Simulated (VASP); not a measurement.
Write the native input for VASP 6.6.1 that does the following.

```yaml
Task: single point
Functional: LDA
Potentials_or_basis: VASP PAW LDA potentials, release 64 (Hf_pv, B)
Cutoff: 520 eV
k_mesh: 10 × 10 × 10
Occupations: fermi-dirac, width 0.05 eV
Spin: no spin polarisation
Dipole_correction: no
Further_INCAR_settings: ALGO = Normal; EDIFF = 1e-06; NBANDS = 14
```

The structure of HfB lies in POSCAR:

```
HfB
1.0
    0.0000000000      2.2944961772      2.2944961772
    2.2944961772      0.0000000000      2.2944961772
    2.2944961772      2.2944961772      0.0000000000
Hf B
1 1
Direct
    0.5000000000      0.5000000000      0.5000000000
    0.0000000000      0.0000000000      0.0000000000
```

These files were run (other wordings do the same):

INCAR

```
SYSTEM = HfB
PREC = Accurate
ENCUT = 520
EDIFF = 1E-6
ISMEAR = -1
SIGMA = 0.05
LREAL = .False.
LASPH = .True.
NELM = 60
ALGO = Normal
ISIF = 2
LWAVE = .False.
LCHARG = .False.
GGA = CA
NBANDS = 14
```

KPOINTS

```
regular mesh
0
Gamma
  10 10 10
  0 0 0
```

Potentials or basis: VASP PAW LDA potentials, release 64 (Hf_pv, B).

Command:

```bash
$ cat potpaw_LDA.64/Hf_pv/POTCAR potpaw_LDA.64/B/POTCAR > POTCAR
$ mpirun -np 1 vasp_std > vasp.out
```

It gave:

- Pressure: 25.2 GPa

Run time: 5.6 s on 1 thread of Intel(R) Xeon(R) 6975P-C (Granite Rapids) (shared host), peak memory 0.13 GiB.
